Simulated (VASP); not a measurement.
# Eu (Fm-3m) in VASP: further runs

The runs below take Eu through single point, with PBE.

Program: VASP 6.6.1. These are calculated values, not measurements. Logs are shortened: lines on timing, memory, paths and dates and some standing lists are left out, and cuts for length are marked.

## 1. The cell of the first run

It takes space group Fm-3m (No. 225, cubic). Conventional cell: a = 5.541 Å, b = 5.541 Å, c = 5.541 Å, α = 90.00°, β = 90.00°, γ = 90.00°. Eu (site symmetry m-3m) has 12 Eu at 3.92 Å within 5.1 Å.

This isn't the form of Eu at room conditions, which is bcc.

## 2. Single point, PBE, collinear spin, ferromagnetic start

File INCAR:

```
SYSTEM = Eu
ALGO = Normal
EDIFF = 1E-6
ENCUT = 520
GGA = PE
ISIF = 2
ISMEAR = -1
ISPIN = 2
LASPH = .True.
LCHARG = .False.
LMAXMIX = 6
LORBIT = 11
LREAL = .False.
LWAVE = .False.
MAGMOM = 7
NBANDS = 18
NELM = 150
PREC = Accurate
SIGMA = 0.05
```

File KPOINTS:

```
k-points
0
Gamma
  8 8 8
  0 0 0
```

File POSCAR:

```
Eu
1.0
    0.0000000000      2.7705819750      2.7705819750
    2.7705819750      0.0000000000      2.7705819750
    2.7705819750      2.7705819750      0.0000000000
Eu
1
Direct
    0.0000000000      0.0000000000      0.0000000000
```

Potentials or basis: VASP PAW PBE potentials, release 64 (Eu).

The run is started by

```sh
$ cat potpaw_PBE.64/Eu/POTCAR > POTCAR
$ mpirun -np 1 vasp_std > vasp.out
```

OUTCAR:

```text
SYSTEM = Eu
   EDIFF = 1E-6
   ENCUT = 520
   GGA = PE
   ISIF = 2
   ISMEAR = -1
   ISPIN = 2
   LASPH = .True.
   LORBIT = 11
   LREAL = .False.
   NELM = 150
   PREC = Accurate

 ion  position               nearest neighbor table
   1  0.000  0.000  0.000-

  LATTYP: Found a face centered cubic cell.
 ALAT       =     5.5411639500

  Lattice vectors:

 A1 = (   0.0000000000,   2.7705819750,   2.7705819750)
 A2 = (   2.7705819750,   0.0000000000,   2.7705819750)
 A3 = (   2.7705819750,   2.7705819750,   0.0000000000)

Analysis of symmetry for initial positions (statically):
=====================================================================
 Subroutine PRICEL returns:
 Original cell was already a primitive cell.

 Routine SETGRP: Setting up the symmetry group for a
 face centered cubic supercell.

 Subroutine GETGRP returns: Found 48 space group operations
 (whereof 48 operations were pure point group operations)
 out of a pool of 48 trial point group operations.

The static configuration has the point symmetry O_h .

Analysis of symmetry for dynamics (positions and initial velocities):
=====================================================================
 Subroutine PRICEL returns:
 Original cell was already a primitive cell.

 Routine SETGRP: Setting up the symmetry group for a
 face centered cubic supercell.

 Subroutine GETGRP returns: Found 48 space group operations
 (whereof 48 operations were pure point group operations)
 out of a pool of 48 trial point group operations.

The dynamic configuration has the point symmetry O_h .

Analysis of structural, dynamic, and magnetic symmetry:
=====================================================================
 Subroutine PRICEL returns:
 Original cell was already a primitive cell.

 Routine SETGRP: Setting up the symmetry group for a
 face centered cubic supercell.

 Subroutine GETGRP returns: Found 48 space group operations
 (whereof 48 operations were pure point group operations)
 out of a pool of 48 trial point group operations.

The overall configuration has the point symmetry O_h .

 Subroutine INISYM returns: Found 48 space group operations
 (whereof 48 operations are pure point group operations),
 and found     1 'primitive' translations

----------------------------------------------------------------------------------------

                                     Primitive cell

  volume of cell :      42.5347

  direct lattice vectors                    reciprocal lattice vectors
     0.000000000  2.770581975  2.770581975    -0.180467499  0.180467499  0.180467499
     2.770581975  0.000000000  2.770581975     0.180467499 -0.180467499  0.180467499
     2.770581975  2.770581975  0.000000000     0.180467499  0.180467499 -0.180467499

  length of vectors
     3.918194605  3.918194605  3.918194605     0.312578878  0.312578878  0.312578878

  position of ions in fractional coordinates (direct lattice)
     0.000000000  0.000000000  0.000000000

  ion indices of the primitive-cell ions
   primitive index   ion index
                 1           1

----------------------------------------------------------------------------------------

 KPOINTS: k-points

Automatic generation of k-mesh.
 Grid dimensions read from file:
 generate k-points for:    8    8    8

 Generating k-lattice:

  Cartesian coordinates                     Fractional coordinates (reciprocal lattice)
    -0.022558437  0.022558437  0.022558437     0.125000000  0.000000000  0.000000000
     0.022558437 -0.022558437  0.022558437     0.000000000  0.125000000  0.000000000
     0.022558437  0.022558437 -0.022558437     0.000000000  0.000000000  0.125000000

  Length of vectors
     0.039072360  0.039072360  0.039072360

  Shift w.r.t. Gamma in fractional coordinates (k-lattice)
     0.000000000  0.000000000  0.000000000

 Subroutine IBZKPT returns following result:
 ===========================================

 Found     29 irreducible k-points:

 Following reciprocal coordinates:
            Coordinates               Weight
  0.000000  0.000000  0.000000      1.000000
  0.125000  0.000000  0.000000      8.000000
  0.250000  0.000000  0.000000      8.000000
  0.375000  0.000000  0.000000      8.000000
  0.500000  0.000000  0.000000      4.000000
  0.125000  0.125000  0.000000      6.000000
[... 16 lines left out ...]
  0.500000  0.250000  0.125000     48.000000
 -0.375000  0.250000  0.125000     24.000000
 [... further k-points ...]
   k-points           NKPTS =     29   k-points in BZ     NKDIM =     29   number of bands    NBANDS=     18
   number of dos      NEDOS =    301   number of ions     NIONS =      1
   total plane-waves  NPLWV =  27000
   dimension x,y,z NGX =    30 NGY =   30 NGZ =   30
   dimension x,y,z NGXF=    60 NGYF=   60 NGZF=   60
   ions per type =               1
   NGX,Y,Z   is equivalent  to a cutoff of  12.73, 12.73, 12.73 a.u.
   NGXF,Y,Z  is equivalent  to a cutoff of  25.46, 25.46, 25.46 a.u.
 SYSTEM =  Eu
   PREC   = accura    normal or accurate (medium, high low for compatibility)
   ISTART =      0    job   : 0-new  1-cont  2-samecut
   ICHARG =      2    charge: 1-file 2-atom 10-const
   ISPIN  =      2    spin polarized calculation?
   LNONCOLLINEAR =      F non collinear calculations
   LSORBIT =      F    spin-orbit coupling
   LASPH  =      T    aspherical Exc in radial PAW
   ENCUT  =  520.0 eV  38.22 Ry    6.18 a.u.   7.29  7.29  7.29*2*pi/ulx,y,z
   NELM   =    150;   NELMIN=  2; NELMDL= -5     # of ELM steps
   EDIFF  = 0.1E-05   stopping-criterion for ELM
   LREAL  =      F    real-space projection
   EDIFFG = 0.1E-04   stopping-criterion for IOM
   NSW    =      0    number of steps for IOM
   IBRION =     -1    ionic relax: 0-MD 1-quasi-New 2-CG
   NFREE  =      0    steps in history (QN), initial steepest desc. (CG)
   ISIF   =      2    stress and relaxation
   ISYM   =      2    0-nonsym 1-usesym 2-fastsym
   POTIM  = 0.5000    time-step for ionic-motion
   TEBEG  =    0.0;   TEEND  =   0.0 temperature during run
   PSTRESS=    0.0 pullay stress
   NELECT =      17.0000    total number of electrons
   NUPDOWN=      -1.0000    fix difference up-down
   EMIN   =  10.00;   EMAX   =-10.00  energy-range for DOS
   EFERMI =   0.00;   METHOD = LEGACY
   ISMEAR =    -1;   SIGMA  =   0.05  broadening in eV -4-tet -1-fermi 0-gaus
   EFERMI_NEDOS =   21; number of points for ismear=-14 and -15
   IALGO  =     38    algorithm
   IMIX   =      4    mixing-type and parameters
     AMIX     =   0.40;   BMIX     =  1.00
     AMIX_MAG =   1.60;   BMIX_MAG =  1.00
  volume/ion in A,a.u.               =      42.53       287.04
  Fermi-wavevector in a.u.,A,eV,Ry     =   1.205897  2.278814 19.785416  1.454187
  Thomas-Fermi vector in A             =   2.341580
   LORBIT       =     11    0 simple, 1 ext, 2 COOP (PROOUT), +10 PAW based schemes
   GGA     = PE    functional components
   LHFCALC =     F    Hartree Fock is set to
   AEXX    =    0.0000 exact exchange contribution
   IVDW    =     0    specifies the selected vdW correction
   LEPSILON=     F    determine dielectric tensor
   LRPA    =     F    only Hartree local field effects (RPA)
 spin polarized calculation
  energy-cutoff  :      520.00
  volume of cell :       42.53
 maximum number of plane-waves:      1162
 NGX is ok and might be reduce to    30
   NGX = 15   NGY = 15   NGZ = 15

 number of electron      17.0000000 magnetization       7.5236253

 Free energy of the ion-electron system (eV)
  ---------------------------------------------------
  ext. energy  EPLUGINS =         0.00000000
  ---------------------------------------------------
  free energy    TOTEN  =       -11.46933580 eV

  energy without entropy =      -11.45692038  energy(sigma->0) =      -11.46312809

 E-fermi :   2.0093     XC(G=0):  -8.7660

 val. band max:        1.9822470309   @ k =   0.5000   0.3750   0.1250
 cond. band min:       2.0701766340   @ k =  -0.3750   0.2500   0.1250
 fundamental gap:      0.0879296032
 Fermi energy:         2.0092726288

 spin component 1

 k-point     1 :       0.0000    0.0000    0.0000
  band No.  band energies     occupation
      1     -39.5986      1.00000
      2     -18.1649      1.00000
      3     -18.1649      1.00000
      4     -18.1649      1.00000
      5      -2.3938      1.00000
      6       1.4442      0.99999
[... 10 lines left out ...]
     17       5.6860      0.00000
     18      10.1805      0.00000

 k-point     2 :       0.1250    0.0000    0.0000
  band No.  band energies     occupation
      1     -39.5941      1.00000
      2     -18.2305      1.00000
      3     -18.1734      1.00000
      4     -18.1734      1.00000
      5      -2.0612      1.00000
      6       1.4421      0.99999
[... 10 lines left out ...]
     17       5.5422      0.00000
     18      10.8411      0.00000

 k-point     3 :       0.2500    0.0000    0.0000
  band No.  band energies     occupation
      1     -39.5833      1.00000
      2     -18.3847      1.00000
      3     -18.1939      1.00000
      4     -18.1939      1.00000
      5      -1.1900      1.00000
      6       1.4494      0.99999
[... 10 lines left out ...]
     17       5.6891      0.00000
     18      10.0800      0.00000

 k-point     4 :       0.3750    0.0000    0.0000
  band No.  band energies     occupation
      1     -39.5724      1.00000
      2     -18.5333      1.00000
      3     -18.2143      1.00000
      4     -18.2143      1.00000
      5      -0.2268      1.00000
      6       1.4752      0.99998
[... 375 lines left out ...]
      4     -18.2205      1.00000
      5      -0.4600      1.00000
      6       1.4459      0.99999
[... 10 lines left out ...]
     17       6.7604      0.00000
     18      10.7898      0.00000

 k-point    23 :       0.5000    0.2500    0.1250
  band No.  band energies     occupation
      1     -39.5665      1.00000
      2     -18.5009      1.00000
      3     -18.3206      1.00000
      4     -18.2451      1.00000
      5       0.5040      1.00000
      6       1.4631      0.99998
[... 10 lines left out ...]
     17       7.5276      0.00000
     18       9.1379      0.00000

 k-point    24 :      -0.3750    0.2500    0.1250
  band No.  band energies     occupation
      1     -39.5629      1.00000
      2     -18.5347      1.00000
      3     -18.3356      1.00000
      4     -18.2584      1.00000
      5       0.9570      1.00000
      6       1.4301      0.99999
[... 10 lines left out ...]
     17       7.7927      0.00000
     18       8.1167      0.00000

 [... further k-points ...]

 spin component 2

 k-point     1 :       0.0000    0.0000    0.0000
  band No.  band energies     occupation
      1     -36.4382      1.00000
      2     -15.7889      1.00000
      3     -15.7889      1.00000
      4     -15.7889      1.00000
      5      -1.4114      1.00000
      6       4.9491      0.00000
[... 10 lines left out ...]
     17       6.9044      0.00000
     18      11.8608      0.00000

 k-point     2 :       0.1250    0.0000    0.0000
  band No.  band energies     occupation
      1     -36.4325      1.00000
      2     -15.8711      1.00000
      3     -15.7992      1.00000
      4     -15.7992      1.00000
      5      -1.0643      1.00000
      6       4.4593      0.00000
[... 10 lines left out ...]
     17       6.9355      0.00000
     18      12.3516      0.00000

 k-point     3 :       0.2500    0.0000    0.0000
  band No.  band energies     occupation
      1     -36.4185      1.00000
      2     -16.0625      1.00000
      3     -15.8240      1.00000
      4     -15.8240      1.00000
      5      -0.1622      1.00000
      6       3.7928      0.00000
[... 10 lines left out ...]
     17       7.2222      0.00000
     18      11.2679      0.00000

 k-point     4 :       0.3750    0.0000    0.0000
  band No.  band energies     occupation
      1     -36.4045      1.00000
      2     -16.2452      1.00000
      3     -15.8484      1.00000
      4     -15.8484      1.00000
      5       0.8286      1.00000
      6       3.4789      0.00000
[... 375 lines left out ...]
      4     -15.8565      1.00000
      5       0.5792      1.00000
      6       3.4205      0.00000
[... 10 lines left out ...]
     17       8.1507      0.00000
     18      11.9950      0.00000

 k-point    23 :       0.5000    0.2500    0.1250
  band No.  band energies     occupation
      1     -36.3969      1.00000
      2     -16.2043      1.00000
      3     -15.9802      1.00000
      4     -15.8865      1.00000
      5       1.5770      0.99982
      6       3.1715      0.00000
[... 10 lines left out ...]
     17       8.9116      0.00000
     18      10.4892      0.00000

 k-point    24 :      -0.3750    0.2500    0.1250
  band No.  band energies     occupation
      1     -36.3922      1.00000
      2     -16.2456      1.00000
      3     -15.9985      1.00000
      4     -15.9028      1.00000
      5       2.1260      0.08837
      6       2.8454      0.00000
[... 10 lines left out ...]
     17       9.1742      0.00000
     18       9.5182      0.00000

 [... further k-points ...]

------------------------ aborting loop because EDIFF is reached ----------------------------------------

  FORCE on cell =-STRESS in cart. coord.  units (eV):
  Direction    XX          YY          ZZ          XY          YZ          ZX
  --------------------------------------------------------------------------------------
  -------------------------------------------------------------------------------------
  Total       -0.1426967     -0.1426967     -0.1426967      0.0000000     -0.0000000      0.0000000
  in kB       -5.3750368     -5.3750368     -5.3750368      0.0000000     -0.0000000      0.0000000
  external PRESSURE =      -5.3750368 kB  Pullay stress =       0.0000000 kB

 VOLUME and BASIS-vectors are now :
 -----------------------------------------------------------------------------
  energy-cutoff  :      520.00
  volume of cell :       42.53
      direct lattice vectors                 reciprocal lattice vectors
     0.000000000  2.770581975  2.770581975    -0.180467499  0.180467499  0.180467499
     2.770581975  0.000000000  2.770581975     0.180467499 -0.180467499  0.180467499
     2.770581975  2.770581975  0.000000000     0.180467499  0.180467499 -0.180467499

 POSITION                                       TOTAL-FORCE (eV/Angst)
 -----------------------------------------------------------------------------------
      0.00000      0.00000      0.00000        -0.000000      0.000000     -0.000000
 -----------------------------------------------------------------------------------
    total drift:                               -0.000000     -0.000000     -0.000000

  FREE ENERGIE OF THE ION-ELECTRON SYSTEM (eV)
  ---------------------------------------------------
  free  energy   TOTEN  =       -11.4693357976 eV

  energy  without entropy=      -11.4569203839  energy(sigma->0) =      -11.46312809

 total charge

# of ion       s       p       d       f       tot
--------------------------------------------------
    1        2.083   5.708   0.309   6.633  14.734

 magnetization (x)

# of ion       s       p       d       f       tot
--------------------------------------------------
    1       -0.000  -0.088   0.190   6.632   6.734
```

Run time: 60 s. Hardware: 1 thread of Oxide Virtual Turin-like, shared host; peak memory 0.18 GiB.

Results:

- Free energy: -11.4693 eV
- Pressure: -0.5 GPa
- Net moment: 7.52 μB per cell
- Site moments: Eu +6.73 μB
- Valence electrons inside the program's atomic spheres: Eu 14.73

Levels at points of the mesh, in eV from the Fermi level:
Spin up:
| k point | band 9 | band 10 | band 11 | band 12 | band 13 | band 14 | band 15 | band 16 |
| --- | --- | --- | --- | --- | --- | --- | --- | --- |
| (0.00, 0.00, 0.00) | -0.46 | -0.34 | -0.34 | -0.34 | 1.77 | 1.77 | 1.77 | 3.68 |
| (0.50, 0.00, 0.00) | -0.43 | -0.34 | -0.34 | -0.34 | 0.58 | 1.63 | 1.63 | 5.05 |
| (0.50, 0.50, 0.00) | -0.48 | -0.45 | -0.36 | -0.36 | -0.34 | 1.81 | 5.09 | 5.45 |
Spin down:
```csv
k point,band 1,band 2,band 3,band 4,band 5,band 6,band 7,band 8,band 9,band 10
"(0.00, 0.00, 0.00)",-38.45,-17.80,-17.80,-17.80,-3.42,2.94,2.94,2.94,3.84,4.21
"(0.50, 0.00, 0.00)",-38.41,-18.33,-17.87,-17.87,-0.78,1.50,2.71,2.71,3.91,4.24
"(0.50, 0.50, 0.00)",-38.40,-18.29,-17.99,-17.99,-0.63,0.47,2.79,4.17,4.17,4.32
```

Caveat: spin-orbit coupling is left out, which moves the levels of the heavy elements; semilocal functionals describe open f shells poorly, which spoils levels, moments and volumes. The state reached can hang on the start; a lower one may exist.

[end of part 1 of 2]
